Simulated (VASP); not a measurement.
# Cd4S (P6/mmm) in VASP: relaxation of cell and atoms with PBE

Aim: the relaxation of cell and atoms of Cd4S with PBE.

Everything below comes from runs of VASP 6.6.1. Logs are shortened: lines on timing, memory, paths and dates and some standing lists are left out, and cuts for length are marked.

### 1 The cell of the first run

The structure is hexagonal, space group P6/mmm (No. 191). Conventional cell: a = 5.726 Å, b = 5.726 Å, c = 4.987 Å, α = 90.00°, β = 90.00°, γ = 120.00°. Cd (site symmetry mmm) has 6 Cd at 2.86 Å and 4 S at 3.80 Å within 3.8 Å. Within 3.3 Å of Cd (site symmetry 6/mmm) lie 2 S at 2.49 Å and 6 Cd at 2.86 Å. S (site symmetry 6/mmm) has 2 Cd at 2.49 Å within 3.3 Å.

The cell was generated, and may not be a known phase.

### 2 Relaxation of cell and atoms, PBE

INCAR

```
PREC = Accurate
ENCUT = 630
EDIFF = 1E-7
ISMEAR = 0
SIGMA = 0.1
LREAL = F
LASPH = T
NELM = 120
ALGO = Normal
ISIF = 3
LWAVE = F
LCHARG = F
GGA = PE
IBRION = 2
NSW = 90
EDIFFG = -0.04
GGA_COMPAT = F
NELMIN = 4
```

KPOINTS

```
regular mesh
0
Gamma
  6 6 4
```

POSCAR

```
Cd4S
1.0
    5.7260332100      0.0000000000      0.0000000000
   -2.8630166000      4.9588902200      0.0000000000
    0.0000000000      0.0000000000      4.9873986000
Cd S
4 1
Direct
    0.5000000000      0.0000000000      0.0000000000
    0.0000000000      0.5000000000      0.0000000000
    0.5000000000      0.5000000000      0.0000000000
    0.0000000000      0.0000000000      0.0000000000
    0.0000000000      0.0000000000      0.5000000000
```

Potentials or basis: VASP PAW PBE potentials, release 64 (Cd_sv_GW, S).

Command:

```console
$ cat potpaw_PBE.64/Cd_sv_GW/POTCAR potpaw_PBE.64/S/POTCAR > POTCAR
$ mpirun -np 1 vasp_std > vasp.out
```

OUTCAR:

```text
PREC = Accurate
   ENCUT = 630
   EDIFF = 1E-7
   ISMEAR = 0
   LREAL = F
   LASPH = T
   NELM = 120
   ISIF = 3
   GGA = PE
   IBRION = 2
   NSW = 90
   EDIFFG = -0.04
   NELMIN = 4

 ion  position               nearest neighbor table
   1  0.500  0.000  0.000-
   2  0.000  0.500  0.000-
   3  0.500  0.500  0.000-
   4  0.000  0.000  0.000-   5 2.49   5 2.49
   5  0.000  0.000  0.500-   4 2.49   4 2.49

  LATTYP: Found a hexagonal cell.
 ALAT       =     5.7260332100
 C/A-ratio  =     0.8710041345

  Lattice vectors:

 A1 = (   5.7260332100,   0.0000000000,   0.0000000000)
 A2 = (  -2.8630166000,   4.9588902200,   0.0000000000)
 A3 = (   0.0000000000,   0.0000000000,   4.9873986000)

Analysis of symmetry for initial positions (statically):
=====================================================================
 Subroutine PRICEL returns:
 Original cell was already a primitive cell.

 Routine SETGRP: Setting up the symmetry group for a
 hexagonal supercell.

 Subroutine GETGRP returns: Found 24 space group operations
 (whereof 24 operations were pure point group operations)
 out of a pool of 24 trial point group operations.

The static configuration has the point symmetry D_6h.

Analysis of symmetry for dynamics (positions and initial velocities):
=====================================================================
 Subroutine PRICEL returns:
 Original cell was already a primitive cell.

 Routine SETGRP: Setting up the symmetry group for a
 hexagonal supercell.

 Subroutine GETGRP returns: Found 24 space group operations
 (whereof 24 operations were pure point group operations)
 out of a pool of 24 trial point group operations.

The dynamic configuration has the point symmetry D_6h.

 Subroutine INISYM returns: Found 24 space group operations
 (whereof 24 operations are pure point group operations),
 and found     1 'primitive' translations

----------------------------------------------------------------------------------------

                                     Primitive cell

  volume of cell :     141.6160

  direct lattice vectors                    reciprocal lattice vectors
     5.726033210  0.000000000  0.000000000     0.174640971  0.100829012  0.000000000
    -2.863016600  4.958890220  0.000000000     0.000000000  0.201658023  0.000000000
     0.000000000  0.000000000  4.987398600     0.000000000  0.000000000  0.200505330

  length of vectors
     5.726033210  5.726033205  4.987398600     0.201658023  0.201658023  0.200505330

  position of ions in fractional coordinates (direct lattice)
     0.500000000  0.000000000  0.000000000
     0.000000000  0.500000000  0.000000000
     0.500000000  0.500000000  0.000000000
     0.000000000  0.000000000  0.000000000
     0.000000000  0.000000000  0.500000000

  ion indices of the primitive-cell ions
   primitive index   ion index
                 1           1
                 2           2
                 3           3
                 4           4
                 5           5

----------------------------------------------------------------------------------------

 KPOINTS: regular mesh

Automatic generation of k-mesh.
 Grid dimensions read from file:
 generate k-points for:    6    6    4

 Generating k-lattice:

  Cartesian coordinates                     Fractional coordinates (reciprocal lattice)
     0.029106829  0.016804835  0.000000000     0.166666667 -0.000000000  0.000000000
     0.000000000  0.033609671  0.000000000     0.000000000  0.166666667  0.000000000
     0.000000000  0.000000000  0.050126332     0.000000000  0.000000000  0.250000000

  Length of vectors
     0.033609671  0.033609671  0.050126332

  Shift w.r.t. Gamma in fractional coordinates (k-lattice)
     0.000000000  0.000000000  0.000000000

 Subroutine IBZKPT returns following result:
 ===========================================

 Found     21 irreducible k-points:

 Following reciprocal coordinates:
            Coordinates               Weight
  0.000000  0.000000  0.000000      1.000000
  0.166667  0.000000  0.000000      6.000000
  0.333333  0.000000  0.000000      6.000000
  0.500000  0.000000  0.000000      3.000000
  0.166667  0.166667  0.000000      6.000000
  0.333333  0.166667  0.000000     12.000000
[... 13 lines left out ...]
  0.333333  0.166667  0.500000     12.000000
  0.333333  0.333333  0.500000      2.000000
   k-points           NKPTS =     21   k-points in BZ     NKDIM =     21   number of bands    NBANDS=     51
   number of dos      NEDOS =    301   number of ions     NIONS =      5
   total plane-waves  NPLWV =  96768
   dimension x,y,z NGX =    48 NGY =   48 NGZ =   42
   dimension x,y,z NGXF=    96 NGYF=   96 NGZF=   84
   ions per type =               4   1
   NGX,Y,Z   is equivalent  to a cutoff of  13.94, 13.94, 14.00 a.u.
   NGXF,Y,Z  is equivalent  to a cutoff of  27.87, 27.87, 28.00 a.u.
 SYSTEM =  unknown system
   PREC   = accura    normal or accurate (medium, high low for compatibility)
   ISTART =      0    job   : 0-new  1-cont  2-samecut
   ICHARG =      2    charge: 1-file 2-atom 10-const
   ISPIN  =      1    spin polarized calculation?
   LNONCOLLINEAR =      F non collinear calculations
   LSORBIT =      F    spin-orbit coupling
   LASPH  =      T    aspherical Exc in radial PAW
   ENCUT  =  630.0 eV  46.30 Ry    6.80 a.u.  11.72 11.72 10.21*2*pi/ulx,y,z
   NELM   =    120;   NELMIN=  4; NELMDL= -5     # of ELM steps
   EDIFF  = 0.1E-06   stopping-criterion for ELM
   LREAL  =      F    real-space projection
   EDIFFG = -.4E-01   stopping-criterion for IOM
   NSW    =     90    number of steps for IOM
   IBRION =      2    ionic relax: 0-MD 1-quasi-New 2-CG
   NFREE  =      1    steps in history (QN), initial steepest desc. (CG)
   ISIF   =      3    stress and relaxation
   ISYM   =      2    0-nonsym 1-usesym 2-fastsym
   POTIM  = 0.5000    time-step for ionic-motion
   TEBEG  =    0.0;   TEEND  =   0.0 temperature during run
   PSTRESS=    0.0 pullay stress
   NELECT =      86.0000    total number of electrons
   NUPDOWN=      -1.0000    fix difference up-down
   EMIN   =  10.00;   EMAX   =-10.00  energy-range for DOS
   EFERMI =   0.00;   METHOD = LEGACY
   ISMEAR =     0;   SIGMA  =   0.10  broadening in eV -4-tet -1-fermi 0-gaus
   EFERMI_NEDOS =   21; number of points for ismear=-14 and -15
   IALGO  =     38    algorithm
   IMIX   =      4    mixing-type and parameters
     AMIX     =   0.40;   BMIX     =  1.00
     AMIX_MAG =   1.60;   BMIX_MAG =  1.00
  volume/ion in A,a.u.               =      28.32       191.13
  Fermi-wavevector in a.u.,A,eV,Ry     =   1.386341  2.619805 26.149612  1.921942
  Thomas-Fermi vector in A             =   2.510666
   LORBIT       =      0    0 simple, 1 ext, 2 COOP (PROOUT), +10 PAW based schemes
   GGA     = PE    functional components
   LHFCALC =     F    Hartree Fock is set to
   AEXX    =    0.0000 exact exchange contribution
   IVDW    =     0    specifies the selected vdW correction
   LEPSILON=     F    determine dielectric tensor
   LRPA    =     F    only Hartree local field effects (RPA)
 conjugate gradient relaxation of ions
 non-spin polarized calculation
 Gauss-broadening in eV      SIGMA  =   0.10
  energy-cutoff  :      630.00
  volume of cell :      141.62
 maximum number of plane-waves:      5127
 NGX is ok and might be reduce to    48
   NGX = 23   NGY = 23   NGZ = 21

--------------------------------------- Ionic step        1  -------------------------------------------

 number of electron      86.0000027 magnetization

 Free energy of the ion-electron system (eV)
  ---------------------------------------------------
  ext. energy  EPLUGINS =         0.00000000
  ---------------------------------------------------
  free energy    TOTEN  =        -6.39857833 eV

  energy without entropy =       -6.38476451  energy(sigma->0) =       -6.39167142

------------------------ aborting loop because EDIFF is reached ----------------------------------------

  FORCE on cell =-STRESS in cart. coord.  units (eV):
  Direction    XX          YY          ZZ          XY          YZ          ZX
  --------------------------------------------------------------------------------------
  -------------------------------------------------------------------------------------
  Total        3.8417549      3.8417549      2.5208381      0.0000000     -0.0000000      0.0000000
  in kB       43.4638111     43.4638111     28.5195785      0.0000000     -0.0000000      0.0000000
  external PRESSURE =      38.4824002 kB  Pullay stress =       0.0000000 kB

 VOLUME and BASIS-vectors are now :
 -----------------------------------------------------------------------------
  energy-cutoff  :      630.00
  volume of cell :      141.62
      direct lattice vectors                 reciprocal lattice vectors
     5.726033210  0.000000000  0.000000000     0.174640971  0.100829012  0.000000000
    -2.863016600  4.958890220  0.000000000     0.000000000  0.201658023  0.000000000
     0.000000000  0.000000000  4.987398600     0.000000000  0.000000000  0.200505330

 POSITION                                       TOTAL-FORCE (eV/Angst)
 -----------------------------------------------------------------------------------
      2.86302      0.00000      0.00000         0.000000      0.000000      0.000000
     -1.43151      2.47945      0.00000         0.000000      0.000000      0.000000
      1.43151      2.47945      0.00000        -0.000000      0.000000      0.000000
      0.00000      0.00000      0.00000         0.000000      0.000000      0.000000
      0.00000      0.00000      2.49370         0.000000      0.000000      0.000000
 -----------------------------------------------------------------------------------
    total drift:                               -0.000000      0.000000      0.000000

  FREE ENERGIE OF THE ION-ELECTRON SYSTEM (eV)
  ---------------------------------------------------
  free  energy   TOTEN  =        -6.3985783305 eV
[... 143 lines left out ...]
 POSITION                                       TOTAL-FORCE (eV/Angst)
 -----------------------------------------------------------------------------------
      0.00000      5.13186      0.00000         0.000000     -0.000000      0.000000
     -1.48144      2.56593      5.07862         0.000000     -0.000000      0.000000
      1.48144      2.56593      0.00000        -0.000000      0.000000      0.000000
      0.00000     -0.00000      5.07862         0.000000     -0.000000      0.000000
      0.00000     -0.00000      2.53931         0.000000     -0.000000      0.000000
 -----------------------------------------------------------------------------------
    total drift:                               -0.000000      0.000000      0.000000

  FREE ENERGIE OF THE ION-ELECTRON SYSTEM (eV)
  ---------------------------------------------------
  free  energy   TOTEN  =        -6.5438696801 eV

  energy  without entropy=       -6.5253289840  energy(sigma->0) =       -6.53459933

--------------------------------------- Ionic step        6  -------------------------------------------

 number of electron      85.9999966 magnetization

 Free energy of the ion-electron system (eV)
  ---------------------------------------------------
  ext. energy  EPLUGINS =         0.00000000
  ---------------------------------------------------
  free energy    TOTEN  =        -6.54419036 eV

  energy without entropy =       -6.52582144  energy(sigma->0) =       -6.53500590

 E-fermi :   2.7552     XC(G=0):  -8.6948

 val. band max:        2.7503986069   @ k =   0.3333   0.0000   0.2500
 cond. band min:       2.8230645427   @ k =   0.1667   0.0000   0.0000
 fundamental gap:      0.0726659358
 Fermi energy:         2.7552343463

 k-point     1 :       0.0000    0.0000    0.0000
  band No.  band energies     occupation
      1    -100.1396      2.00000
      2    -100.1363      2.00000
      3    -100.1363      2.00000
      4    -100.0358      2.00000
      5     -61.2021      2.00000
      6     -61.2021      2.00000
[... 1136 lines left out ...]
 VOLUME and BASIS-vectors are now :
 -----------------------------------------------------------------------------
  energy-cutoff  :      630.00
  volume of cell :      154.36
      direct lattice vectors                 reciprocal lattice vectors
     5.931473288  0.000000000  0.000000000     0.168592178  0.097336739  0.000000000
    -2.965736639  5.136806546  0.000000000    -0.000000000  0.194673479  0.000000000
     0.000000000 -0.000000000  5.066113814     0.000000000 -0.000000000  0.197389959

 POSITION                                       TOTAL-FORCE (eV/Angst)
 -----------------------------------------------------------------------------------
      2.96574      0.00000      0.00000        -0.000000     -0.000000      0.000000
     -1.48287      2.56840      0.00000         0.000000      0.000000      0.000000
      1.48287      2.56840      0.00000         0.000000     -0.000000      0.000000
      0.00000      0.00000      0.00000         0.000000     -0.000000      0.000000
      0.00000     -0.00000      2.53306         0.000000     -0.000000      0.000000
 -----------------------------------------------------------------------------------
    total drift:                               -0.000000      0.000000      0.000000

  FREE ENERGIE OF THE ION-ELECTRON SYSTEM (eV)
  ---------------------------------------------------
  free  energy   TOTEN  =        -6.5441903642 eV

  energy  without entropy=       -6.5258214357  energy(sigma->0) =       -6.53500590

 reached required accuracy - stopping structural energy minimisation
```

Run time: 20 min. Hardware: 1 thread of Intel Xeon Platinum 8488C (Sapphire Rapids), shared host; peak memory 0.43 GiB.

Results:

```
Free energy                           : -6.5442 eV
Relaxed volume                        : 30.87 Å³/atom
Relaxed cell                          : a = 5.931 Å, b = 5.931 Å, c = 5.066 Å, α = 90.00°, β = 90.00°, γ = 120.00°
Space group after relaxing (to 0.1 Å) : P6/mmm (No. 191)
Energy gained by relaxing             : 29.1 meV/atom
Ionic steps                           : 6
Pressure after relaxing               : 0.0 GPa
Band gap on the k mesh                : zero (bands 43 and 44 overlap by 0.98 eV)
```

Step by step:
```
step  energy change (eV)  largest force (eV/Å)  pressure (GPa)  volume (Å³)
   1              0.0000                0.0000            3.85       141.62
   2             -0.1421                0.0000           -0.42       156.01
   3             -0.1440                0.0000           -0.02       154.30
   4             -0.1440                0.0000           -0.09       154.56
   5             -0.1453                0.0000           -0.05       154.44
   6             -0.1456                0.0000           -0.02       154.36
```

Final structure:
```yaml
crystal:
  lattice:
    - [5.93147, 0.00000, 0.00000]
    - [-2.96574, 5.13681, 0.00000]
    - [0.00000, 0.00000, 5.06611]
  atoms:
    - { symbol: Cd, position: [0.50000, 0.00000, 0.00000] }
    - { symbol: Cd, position: [0.00000, 0.50000, 0.00000] }
    - { symbol: Cd, position: [0.50000, 0.50000, 0.00000] }
    - { symbol: Cd, position: [0.00000, 0.00000, 0.00000] }
    - { symbol: S, position: [0.00000, 0.00000, 0.50000] }
```

The gap in the log of VASP goes by the Fermi energy; the results here count the filled bands.